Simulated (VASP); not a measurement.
# Co (P6_3/mmc) in VASP: a series of runs

Co is run at these levels: PBEsol; tasks: single point.

Everything below comes from runs of VASP 6.6.1. Logs are shortened: lines on timing, memory, paths and dates and some standing lists are left out, and cuts for length are marked.

## Step 1: The cell of the first run

The structure is hexagonal, space group P6_3/mmc (No. 194). The conventional cell has a = 2.468 Å, b = 2.468 Å, c = 4.007 Å, α = 90.00°, β = 90.00°, γ = 120.00°. Within 3.2 Å of Co (site symmetry -6m2) lie 12 Co at 2.46 to 2.47 Å.

## Step 2: Single point, PBEsol, collinear spin, ferromagnetic start (volume scaled by 0.94)

Contents of INCAR:

```
SYSTEM = Co
PREC = Accurate ; ENCUT = 520
EDIFF = 1E-6 ; ISMEAR = -1
SIGMA = 0.05 ; LREAL = .FALSE.
LASPH = .TRUE. ; NELM = 150
ALGO = Normal ; ISIF = 2
LWAVE = .FALSE. ; LCHARG = .FALSE.
ISPIN = 2 ; MAGMOM = 2 2
LORBIT = 11 ; LMAXMIX = 4
GGA = PS ; NBANDS = 20
```

Contents of KPOINTS:

```
regular mesh
0
G
  19 19 10
  0 0 0
```

Contents of POSCAR:

```
Co
1.0
    2.4675782595      0.0000000000      0.0000000000
   -1.2337891298      2.1369854586      0.0000000000
    0.0000000000      0.0000000000      4.0074867708
Co
2
Direct
    0.3333333333      0.6666666667      0.2500000000
    0.6666666667      0.3333333333      0.7500000000
```

Potentials or basis: VASP PAW PBE potentials, release 64 (Co).

On the command line:

```
$ cat potpaw_PBE.64/Co/POTCAR > POTCAR
$ mpirun -np 1 vasp_std > vasp.out
```

OUTCAR:

```text
SYSTEM = Co
   PREC = Accurate
   ENCUT = 520
   EDIFF = 1E-6
   ISMEAR = -1
   LREAL = .FALSE.
   LASPH = .TRUE.
   NELM = 150
   ISIF = 2
   ISPIN = 2
   LORBIT = 11
   GGA = PS

 ion  position               nearest neighbor table
   1  0.333  0.667  0.250-   2 2.46   2 2.46   2 2.46   2 2.46   2 2.46   2 2.46
   2  0.667  0.333  0.750-   1 2.46   1 2.46   1 2.46   1 2.46   1 2.46   1 2.46

  LATTYP: Found a hexagonal cell.
 ALAT       =     2.4675782595
 C/A-ratio  =     1.6240566050

  Lattice vectors:

 A1 = (   2.4675782595,   0.0000000000,   0.0000000000)
 A2 = (  -1.2337891298,   2.1369854586,   0.0000000000)
 A3 = (   0.0000000000,   0.0000000000,   4.0074867708)

Analysis of symmetry for initial positions (statically):
=====================================================================
 Subroutine PRICEL returns:
 Original cell was already a primitive cell.

 Routine SETGRP: Setting up the symmetry group for a
 hexagonal supercell.

 Subroutine GETGRP returns: Found 24 space group operations
 (whereof 12 operations were pure point group operations)
 out of a pool of 24 trial point group operations.

The static configuration has the point symmetry D_3d.
 The point group associated with its full space group is D_6h.

Analysis of symmetry for dynamics (positions and initial velocities):
=====================================================================
 Subroutine PRICEL returns:
 Original cell was already a primitive cell.

 Routine SETGRP: Setting up the symmetry group for a
 hexagonal supercell.

 Subroutine GETGRP returns: Found 24 space group operations
 (whereof 12 operations were pure point group operations)
 out of a pool of 24 trial point group operations.

The dynamic configuration has the point symmetry D_3d.
 The point group associated with its full space group is D_6h.

Analysis of structural, dynamic, and magnetic symmetry:
=====================================================================
 Subroutine PRICEL returns:
 Original cell was already a primitive cell.

 Routine SETGRP: Setting up the symmetry group for a
 hexagonal supercell.

 Subroutine GETGRP returns: Found 24 space group operations
 (whereof 12 operations were pure point group operations)
 out of a pool of 24 trial point group operations.

The overall configuration has the point symmetry D_3d.
 The point group associated with its full space group is D_6h.

 Subroutine INISYM returns: Found 24 space group operations
 (whereof 12 operations are pure point group operations),
 and found     1 'primitive' translations

----------------------------------------------------------------------------------------

                                     Primitive cell

  volume of cell :      21.1322

  direct lattice vectors                    reciprocal lattice vectors
     2.467578260  0.000000000  0.000000000     0.405255637  0.233974451  0.000000000
    -1.233789130  2.136985459  0.000000000     0.000000000  0.467948902  0.000000000
     0.000000000  0.000000000  4.007486771     0.000000000  0.000000000  0.249532951

  length of vectors
     2.467578260  2.467578260  4.007486771     0.467948903  0.467948902  0.249532951

  position of ions in fractional coordinates (direct lattice)
     0.333333333  0.666666667  0.250000000
     0.666666667  0.333333333  0.750000000

  ion indices of the primitive-cell ions
   primitive index   ion index
                 1           1
                 2           2

----------------------------------------------------------------------------------------

 KPOINTS: regular mesh

Automatic generation of k-mesh.
 Grid dimensions read from file:
 generate k-points for:   19   19   10

 Generating k-lattice:

  Cartesian coordinates                     Fractional coordinates (reciprocal lattice)
     0.021329244  0.012314445  0.000000000     0.052631579  0.000000000  0.000000000
     0.000000000  0.024628890  0.000000000     0.000000000  0.052631579  0.000000000
     0.000000000  0.000000000  0.024953295     0.000000000  0.000000000  0.100000000

  Length of vectors
     0.024628890  0.024628890  0.024953295

  Shift w.r.t. Gamma in fractional coordinates (k-lattice)
     0.000000000  0.000000000  0.000000000

 Subroutine IBZKPT returns following result:
 ===========================================

 Found    240 irreducible k-points:

 Following reciprocal coordinates:
            Coordinates               Weight
  0.000000  0.000000  0.000000      1.000000
  0.052632  0.000000  0.000000      6.000000
  0.105263  0.000000  0.000000      6.000000
  0.157895  0.000000  0.000000      6.000000
  0.210526  0.000000  0.000000      6.000000
  0.263158  0.000000  0.000000      6.000000
[... 16 lines left out ...]
  0.263158  0.105263  0.000000     12.000000
  0.315789  0.105263  0.000000     12.000000
 [... further k-points ...]
   k-points           NKPTS =    240   k-points in BZ     NKDIM =    240   number of bands    NBANDS=     20
   number of dos      NEDOS =    301   number of ions     NIONS =      2
   total plane-waves  NPLWV =   9720
   dimension x,y,z NGX =    18 NGY =   18 NGZ =   30
   dimension x,y,z NGXF=    36 NGYF=   36 NGZF=   60
   ions per type =               2
   NGX,Y,Z   is equivalent  to a cutoff of  12.13, 12.13, 12.45 a.u.
   NGXF,Y,Z  is equivalent  to a cutoff of  24.25, 24.25, 24.89 a.u.
 SYSTEM =  Co
   PREC   = accura    normal or accurate (medium, high low for compatibility)
   ISTART =      0    job   : 0-new  1-cont  2-samecut
   ICHARG =      2    charge: 1-file 2-atom 10-const
   ISPIN  =      2    spin polarized calculation?
   LNONCOLLINEAR =      F non collinear calculations
   LSORBIT =      F    spin-orbit coupling
   LASPH  =      T    aspherical Exc in radial PAW
   ENCUT  =  520.0 eV  38.22 Ry    6.18 a.u.   4.59  4.59  7.45*2*pi/ulx,y,z
   NELM   =    150;   NELMIN=  2; NELMDL= -5     # of ELM steps
   EDIFF  = 0.1E-05   stopping-criterion for ELM
   LREAL  =      F    real-space projection
   EDIFFG = 0.1E-04   stopping-criterion for IOM
   NSW    =      0    number of steps for IOM
   IBRION =     -1    ionic relax: 0-MD 1-quasi-New 2-CG
   NFREE  =      0    steps in history (QN), initial steepest desc. (CG)
   ISIF   =      2    stress and relaxation
   ISYM   =      2    0-nonsym 1-usesym 2-fastsym
   POTIM  = 0.5000    time-step for ionic-motion
   TEBEG  =    0.0;   TEEND  =   0.0 temperature during run
   PSTRESS=    0.0 pullay stress
   NELECT =      18.0000    total number of electrons
   NUPDOWN=      -1.0000    fix difference up-down
   EMIN   =  10.00;   EMAX   =-10.00  energy-range for DOS
   EFERMI =   0.00;   METHOD = LEGACY
   ISMEAR =    -1;   SIGMA  =   0.05  broadening in eV -4-tet -1-fermi 0-gaus
   EFERMI_NEDOS =   21; number of points for ismear=-14 and -15
   IALGO  =     38    algorithm
   IMIX   =      4    mixing-type and parameters
     AMIX     =   0.40;   BMIX     =  1.00
     AMIX_MAG =   1.60;   BMIX_MAG =  1.00
  volume/ion in A,a.u.               =      10.57        71.30
  Fermi-wavevector in a.u.,A,eV,Ry     =   1.551854  2.932578 32.766233  2.408250
  Thomas-Fermi vector in A             =   2.656313
   LORBIT       =     11    0 simple, 1 ext, 2 COOP (PROOUT), +10 PAW based schemes
   GGA     = PS    functional components
   LHFCALC =     F    Hartree Fock is set to
   AEXX    =    0.0000 exact exchange contribution
   IVDW    =     0    specifies the selected vdW correction
   LEPSILON=     F    determine dielectric tensor
   LRPA    =     F    only Hartree local field effects (RPA)
 spin polarized calculation
  energy-cutoff  :      520.00
  volume of cell :       21.13
 maximum number of plane-waves:       584
   NGX =  9   NGY =  9   NGZ = 15

 number of electron      17.9999984 magnetization       3.1551303

 Free energy of the ion-electron system (eV)
  ---------------------------------------------------
  ext. energy  EPLUGINS =         0.00000000
  ---------------------------------------------------
  free energy    TOTEN  =       -15.47146560 eV

  energy without entropy =      -15.45659055  energy(sigma->0) =      -15.46402808

 E-fermi :  10.4470     XC(G=0): -13.7361

 val. band max:       10.4441428824   @ k =   0.1053   0.0000   0.2000
 cond. band min:      10.4512537674   @ k =   0.3684   0.0526   0.0000
 fundamental gap:      0.0071108850
 Fermi energy:        10.4469766755

 spin component 1

 k-point     1 :       0.0000    0.0000    0.0000
  band No.  band energies     occupation
      1       1.3207      1.00000
      2       5.1779      1.00000
      3       7.8024      1.00000
      4       7.8512      1.00000
      5       7.8512      1.00000
      6       8.1747      1.00000
[... 12 lines left out ...]
     19      36.8310      0.00000
     20      36.8310      0.00000
[... 507 lines left out ...]
 k-point    24 :       0.3158    0.1053    0.0000
  band No.  band energies     occupation
      1       5.1859      1.00000
      2       5.9928      1.00000
      3       6.1616      1.00000
      4       7.1496      1.00000
      5       7.6699      1.00000
      6       8.0671      1.00000
[... 12 lines left out ...]
     19      34.1624      0.00000
     20      35.8823      0.00000

 [... further k-points ...]

 spin component 2

 k-point     1 :       0.0000    0.0000    0.0000
  band No.  band energies     occupation
      1       1.3825      1.00000
      2       6.1117      1.00000
      3       9.3834      1.00000
      4       9.4351      1.00000
      5       9.4351      1.00000
      6       9.8103      1.00000
[... 12 lines left out ...]
     19      37.1717      0.00000
     20      37.1717      0.00000
[... 507 lines left out ...]
 k-point    24 :       0.3158    0.1053    0.0000
  band No.  band energies     occupation
      1       5.5780      1.00000
      2       7.2225      1.00000
      3       7.3388      1.00000
      4       8.2074      1.00000
      5       9.2138      1.00000
      6       9.5813      1.00000
[... 12 lines left out ...]
     19      34.5172      0.00000
     20      36.2783      0.00000

 [... further k-points ...]

------------------------ aborting loop because EDIFF is reached ----------------------------------------

  FORCE on cell =-STRESS in cart. coord.  units (eV):
  Direction    XX          YY          ZZ          XY          YZ          ZX
  --------------------------------------------------------------------------------------
  -------------------------------------------------------------------------------------
  Total       -0.6164946     -0.6164946     -0.8451327      0.0000000     -0.0000000      0.0000000
  in kB      -46.7407047    -46.7407047    -64.0753338      0.0000000     -0.0000000      0.0000000
  external PRESSURE =     -52.5189144 kB  Pullay stress =       0.0000000 kB

 VOLUME and BASIS-vectors are now :
 -----------------------------------------------------------------------------
  energy-cutoff  :      520.00
  volume of cell :       21.13
      direct lattice vectors                 reciprocal lattice vectors
     2.467578260  0.000000000  0.000000000     0.405255637  0.233974451  0.000000000
    -1.233789130  2.136985459  0.000000000     0.000000000  0.467948902  0.000000000
     0.000000000  0.000000000  4.007486771     0.000000000  0.000000000  0.249532951

 POSITION                                       TOTAL-FORCE (eV/Angst)
 -----------------------------------------------------------------------------------
     -0.00000      1.42466      1.00187         0.000000     -0.000000      0.000000
      1.23379      0.71233      3.00562        -0.000000      0.000000      0.000000
 -----------------------------------------------------------------------------------
    total drift:                                0.000000     -0.000000     -0.000000

  FREE ENERGIE OF THE ION-ELECTRON SYSTEM (eV)
  ---------------------------------------------------
  free  energy   TOTEN  =       -15.4714656046 eV

  energy  without entropy=      -15.4565905476  energy(sigma->0) =      -15.46402808

 total charge

# of ion       s       p       d       tot
------------------------------------------
    1        0.500   0.548   7.276   8.324
    2        0.500   0.548   7.276   8.324
--------------------------------------------------
tot          1.000   1.095  14.553  16.648

 magnetization (x)

# of ion       s       p       d       tot
------------------------------------------
    1       -0.015  -0.051   1.655   1.588
    2       -0.015  -0.051   1.655   1.588
--------------------------------------------------
tot         -0.030  -0.103   3.309   3.176
```

Wall time 82 s (1 thread of Intel Xeon 6975P-C (Granite Rapids), shared host); peak memory 0.24 GiB.

Results:

| Item | Value |
| --- | --- |
| Free energy | -15.4715 eV |
| Pressure | -5.3 GPa |
| Net moment | 3.16 μB per cell |
| Site moments | Co +1.59 μB |
| Valence electrons inside the program's atomic spheres | Co 8.32 |

Stress tensor (GPa, compression positive):
```
-4.67  0.00  0.00
 0.00 -4.67  0.00
 0.00  0.00 -6.41
```

Caveat: the PAW data sets were made with another functional, which shifts forces and pressure a little.

[end of part 1 of 2]
